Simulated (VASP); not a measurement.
The system is GaSb.

```
CELL_PARAMETERS angstrom
-1.57638 2.71020 2.93139
1.57638 -2.71020 2.93139
1.57638 2.71020 -2.93139
ATOMIC_POSITIONS crystal
Sb 0.50000 0.50000 0.00000
Ga 0.00000 0.00000 0.00000
```

This cell differs from its parent crystal: volume scaled by 1.04.

Base run:

- Program: VASP 6.6.1
- Functional: PBEsol
- Potentials or basis: VASP PAW PBE potentials, release 64 (Sb, Ga_d)
- Cutoff: 520 eV
- k mesh: 10 × 10 × 10
- Occupations: fermi-dirac, width 0.05 eV
- Spin: no spin polarisation

Its results: band gap on the k mesh zero (band 9 reaches 7.79 eV, above the bottom of band 10 at 3.58 eV); pressure -4.9 GPa.

Question: The run is repeated on the same cell with these changes: functional from PBEsol to LDA; potentials or basis from VASP PAW PBE potentials, release 64 (Sb, Ga_d) to VASP PAW LDA potentials, release 64 (Sb, Ga_d). What comes out?

Answer: Band gap on the k mesh zero (band 9 reaches 7.71 eV, above the bottom of band 10 at 3.57 eV); pressure -6.1 GPa.

Caveats: spin-orbit coupling is left out, which moves the levels of the heavy elements; the PAW data sets were made with another functional, which shifts forces and pressure a little (some runs).
